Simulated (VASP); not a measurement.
# CoSi2 (Fm-3m) in VASP: further runs, part 2 of 2

VASP 6.6.1. Earlier steps stand in the parts before.

## Step 3: Single point, LDA, collinear spin, ferromagnetic start

Contents of INCAR:

```
PREC = Accurate ; ENCUT = 520
EDIFF = 1E-6 ; ISMEAR = -1
SIGMA = 0.05 ; LREAL = False
LASPH = True ; NELM = 150
ALGO = Normal ; ISIF = 2
LWAVE = False ; LCHARG = True
ISPIN = 2 ; MAGMOM = 0.75 0 0
LORBIT = 11 ; NUPDOWN = 0.75
LMAXMIX = 4 ; GGA = CA
LELF = True ; LVHAR = True
NBANDS = 20
```

Contents of KPOINTS:

```
Automatic mesh
0
Gamma
  11 11 11
```

Contents of POSCAR:

```
CoSi2
1.0
    0.0000000000      2.6780000000      2.6780000000
    2.6780000000      0.0000000000      2.6780000000
    2.6780000000      2.6780000000      0.0000000000
Co Si
1 2
Direct
    0.0000000000      0.0000000000      0.0000000000
    0.2500000000      0.2500000000      0.2500000000
    0.7500000000      0.7500000000      0.7500000000
```

Potentials or basis: VASP PAW LDA potentials, release 64 (Co, Si).

On the command line:

```sh
$ cat potpaw_LDA.64/Co/POTCAR potpaw_LDA.64/Si/POTCAR > POTCAR
$ mpirun -np 1 vasp_std > vasp.out
```

OUTCAR:

```text
PREC = Accurate
   ENCUT = 520
   EDIFF = 1E-6
   ISMEAR = -1
   LREAL = False
   LASPH = True
   NELM = 150
   ISIF = 2
   ISPIN = 2
   LORBIT = 11
   NUPDOWN = 0.75
   GGA = CA

 ion  position               nearest neighbor table
   1  0.000  0.000  0.000-   3 2.32   2 2.32   3 2.32   2 2.32   3 2.32   3 2.32   2 2.32   2 2.32

   2  0.250  0.250  0.250-   1 2.32   1 2.32   1 2.32   1 2.32   3 2.68   3 2.68   3 2.68   3 2.68
                             3 2.68   3 2.68
   3  0.750  0.750  0.750-   1 2.32   1 2.32   1 2.32   1 2.32   2 2.68   2 2.68   2 2.68   2 2.68
                             2 2.68   2 2.68

  LATTYP: Found a face centered cubic cell.
 ALAT       =     5.3560000000

  Lattice vectors:

 A1 = (   0.0000000000,   2.6780000000,   2.6780000000)
 A2 = (   2.6780000000,   0.0000000000,   2.6780000000)
 A3 = (   2.6780000000,   2.6780000000,   0.0000000000)

Analysis of symmetry for initial positions (statically):
=====================================================================
 Subroutine PRICEL returns:
 Original cell was already a primitive cell.

 Routine SETGRP: Setting up the symmetry group for a
 face centered cubic supercell.

 Subroutine GETGRP returns: Found 48 space group operations
 (whereof 48 operations were pure point group operations)
 out of a pool of 48 trial point group operations.

The static configuration has the point symmetry O_h .

Analysis of symmetry for dynamics (positions and initial velocities):
=====================================================================
 Subroutine PRICEL returns:
 Original cell was already a primitive cell.

 Routine SETGRP: Setting up the symmetry group for a
 face centered cubic supercell.

 Subroutine GETGRP returns: Found 48 space group operations
 (whereof 48 operations were pure point group operations)
 out of a pool of 48 trial point group operations.

The dynamic configuration has the point symmetry O_h .

Analysis of structural, dynamic, and magnetic symmetry:
=====================================================================
 Subroutine PRICEL returns:
 Original cell was already a primitive cell.

 Routine SETGRP: Setting up the symmetry group for a
 face centered cubic supercell.

 Subroutine GETGRP returns: Found 48 space group operations
 (whereof 48 operations were pure point group operations)
 out of a pool of 48 trial point group operations.

The overall configuration has the point symmetry O_h .

 Subroutine INISYM returns: Found 48 space group operations
 (whereof 48 operations are pure point group operations),
 and found     1 'primitive' translations

----------------------------------------------------------------------------------------

                                     Primitive cell

  volume of cell :      38.4115

  direct lattice vectors                    reciprocal lattice vectors
     0.000000000  2.678000000  2.678000000    -0.186706497  0.186706497  0.186706497
     2.678000000  0.000000000  2.678000000     0.186706497 -0.186706497  0.186706497
     2.678000000  2.678000000  0.000000000     0.186706497  0.186706497 -0.186706497

  length of vectors
     3.787263920  3.787263920  3.787263920     0.323385140  0.323385140  0.323385140

  position of ions in fractional coordinates (direct lattice)
[... 75 lines left out ...]
   ISPIN  =      2    spin polarized calculation?
   LNONCOLLINEAR =      F non collinear calculations
   LSORBIT =      F    spin-orbit coupling
   LASPH  =      T    aspherical Exc in radial PAW
   ENCUT  =  520.0 eV  38.22 Ry    6.18 a.u.   7.04  7.04  7.04*2*pi/ulx,y,z
   NELM   =    150;   NELMIN=  2; NELMDL= -5     # of ELM steps
   EDIFF  = 0.1E-05   stopping-criterion for ELM
   LREAL  =      F    real-space projection
   EDIFFG = 0.1E-04   stopping-criterion for IOM
   NSW    =      0    number of steps for IOM
   IBRION =     -1    ionic relax: 0-MD 1-quasi-New 2-CG
   NFREE  =      0    steps in history (QN), initial steepest desc. (CG)
   ISIF   =      2    stress and relaxation
   ISYM   =      2    0-nonsym 1-usesym 2-fastsym
   POTIM  = 0.5000    time-step for ionic-motion
   TEBEG  =    0.0;   TEEND  =   0.0 temperature during run
   PSTRESS=    0.0 pullay stress
   NELECT =      17.0000    total number of electrons
   NUPDOWN=       0.7500    fix difference up-down
   EMIN   =  10.00;   EMAX   =-10.00  energy-range for DOS
   EFERMI =   0.00;   METHOD = LEGACY
   ISMEAR =    -1;   SIGMA  =   0.05  broadening in eV -4-tet -1-fermi 0-gaus
   EFERMI_NEDOS =   21; number of points for ismear=-14 and -15
   IALGO  =     38    algorithm
   IMIX   =      4    mixing-type and parameters
     AMIX     =   0.40;   BMIX     =  1.00
     AMIX_MAG =   1.60;   BMIX_MAG =  1.00
  volume/ion in A,a.u.               =      12.80        86.40
  Fermi-wavevector in a.u.,A,eV,Ry     =   1.247586  2.357596 21.177078  1.556471
  Thomas-Fermi vector in A             =   2.381712
   LORBIT       =     11    0 simple, 1 ext, 2 COOP (PROOUT), +10 PAW based schemes
   GGA     = CA    functional components
   LHFCALC =     F    Hartree Fock is set to
   AEXX    =    0.0000 exact exchange contribution
   IVDW    =     0    specifies the selected vdW correction
   LEPSILON=     F    determine dielectric tensor
   LRPA    =     F    only Hartree local field effects (RPA)
 spin polarized calculation
  energy-cutoff  :      520.00
  volume of cell :       38.41
 maximum number of plane-waves:      1044
   NGX = 15   NGY = 15   NGZ = 15

 number of electron      16.9999995 magnetization       0.7500000

 Free energy of the ion-electron system (eV)
  ---------------------------------------------------
  ext. energy  EPLUGINS =         0.00000000
  ---------------------------------------------------
  free energy    TOTEN  =       -21.64099166 eV

  energy without entropy =      -21.62851871  energy(sigma->0) =      -21.63475519

 E-fermi :   9.5928     XC(G=0): -11.9086

 val. band max:       10.9858866976   @ k =   0.2727   0.0909   0.0000
 cond. band min:       9.6369335960   @ k =  -0.4545   0.3636   0.1818
 fundamental gap:     -1.3489531016
 Fermi energy:        11.0158123094

 spin component 1

 k-point     1 :       0.0000    0.0000    0.0000
  band No.  band energies     occupation
      1      -3.1518      1.00000
      2       5.7544      1.00000
      3       5.7544      1.00000
      4       5.7544      1.00000
      5       7.8668      1.00000
      6       7.8668      1.00000
[... 541 lines left out ...]
     19      24.0563      0.00000
     20      25.9382      0.00000

 [... further k-points ...]

 spin component 2

 k-point     1 :       0.0000    0.0000    0.0000
  band No.  band energies     occupation
      1      -2.9939      1.00000
      2       6.0038      1.00000
      3       6.0038      1.00000
      4       6.0038      1.00000
      5       8.2016      1.00000
      6       8.2016      1.00000
[... 541 lines left out ...]
     19      24.2240      0.00000
     20      26.0768      0.00000

 [... further k-points ...]

------------------------ aborting loop because EDIFF is reached ----------------------------------------

  FORCE on cell =-STRESS in cart. coord.  units (eV):
  Direction    XX          YY          ZZ          XY          YZ          ZX
  --------------------------------------------------------------------------------------
  -------------------------------------------------------------------------------------
  Total       -1.5187484     -1.5187484     -1.5187484     -0.0000000     -0.0000000      0.0000000
  in kB      -63.3482609    -63.3482609    -63.3482609     -0.0000000     -0.0000000      0.0000000
  external PRESSURE =     -63.3482609 kB  Pullay stress =       0.0000000 kB

 VOLUME and BASIS-vectors are now :
 -----------------------------------------------------------------------------
  energy-cutoff  :      520.00
  volume of cell :       38.41
      direct lattice vectors                 reciprocal lattice vectors
     0.000000000  2.678000000  2.678000000    -0.186706497  0.186706497  0.186706497
     2.678000000  0.000000000  2.678000000     0.186706497 -0.186706497  0.186706497
     2.678000000  2.678000000  0.000000000     0.186706497  0.186706497 -0.186706497

 POSITION                                       TOTAL-FORCE (eV/Angst)
 -----------------------------------------------------------------------------------
      0.00000      0.00000      0.00000        -0.000000     -0.000000     -0.000000
      1.33900      1.33900      1.33900         0.000000      0.000000      0.000000
      4.01700      4.01700      4.01700        -0.000000     -0.000000     -0.000000
 -----------------------------------------------------------------------------------
    total drift:                               -0.000000     -0.000000      0.000000

  FREE ENERGIE OF THE ION-ELECTRON SYSTEM (eV)
  ---------------------------------------------------
  free  energy   TOTEN  =       -21.6409916636 eV

  energy  without entropy=      -21.6285187135  energy(sigma->0) =      -21.63475519

 total charge

# of ion       s       p       d       tot
------------------------------------------
    1        0.544   0.725   7.602   8.871
    2        0.730   0.877   0.000   1.607
    3        0.730   0.877   0.000   1.607
--------------------------------------------------
tot          2.004   2.479   7.602  12.085

 magnetization (x)

# of ion       s       p       d       tot
------------------------------------------
    1        0.008   0.093   0.343   0.445
    2        0.010   0.049   0.000   0.060
    3        0.010   0.049   0.000   0.060
--------------------------------------------------
tot          0.029   0.192   0.343   0.564
```

OSZICAR:

```text
N       E                     dE             d eps       ncg     rms          rms(c)
DAV:   1     0.656996760251E+02    0.65700E+02   -0.64801E+03  4512   0.812E+02
DAV:   2    -0.183978979536E+02   -0.84098E+02   -0.73559E+02  4760   0.186E+02
DAV:   3    -0.230759796871E+02   -0.46781E+01   -0.45116E+01  5460   0.467E+01
DAV:   4    -0.231560649116E+02   -0.80085E-01   -0.79901E-01  5192   0.550E+00
DAV:   5    -0.231583027466E+02   -0.22378E-02   -0.22375E-02  5652   0.999E-01    0.146E+01
DAV:   6    -0.268248230151E+02   -0.36665E+01   -0.17157E+01  5064   0.843E+01    0.190E+01
DAV:   7    -0.217166540724E+02    0.51082E+01   -0.87861E+00  5468   0.651E+01    0.335E+00
DAV:   8    -0.216783271901E+02    0.38327E-01   -0.46890E-01  5576   0.405E+00    0.206E+00
DAV:   9    -0.216416865552E+02    0.36641E-01   -0.63501E-02  5328   0.414E+00    0.783E-01
DAV:  10    -0.216412336989E+02    0.45286E-03   -0.28871E-03  5304   0.328E-01    0.316E-01
DAV:  11    -0.216410476784E+02    0.18602E-03   -0.70772E-04  5776   0.442E-01    0.872E-02
DAV:  12    -0.216409903678E+02    0.57311E-04   -0.17604E-04  5784   0.241E-01    0.248E-02
DAV:  13    -0.216409930026E+02   -0.26349E-05   -0.97575E-06  5488   0.184E-02    0.121E-02
DAV:  14    -0.216409917209E+02    0.12818E-05   -0.10799E-06  3412   0.189E-02    0.475E-03
DAV:  15    -0.216409916636E+02    0.57281E-07   -0.51516E-07  2820   0.761E-03
   1 F= -.21640992E+02 E0= -.21634755E+02  d E =-.124730E-01  mag=     0.7500
```

Run time: 2.2 min. Hardware: 1 thread of Intel Xeon 8259CL, shared host; peak memory 0.19 GiB.

Results:

```
Free energy                                           : -21.6410 eV
Pressure                                              : -6.3 GPa
Net moment                                            : 0.75 μB per cell
Site moments                                          : Co +0.45; Si +0.06 μB
Valence electrons inside the program's atomic spheres : Co 8.87; Si 1.61
```

Caveat: the cell stands under tension; the total moment is fixed, so each spin has its own Fermi level.
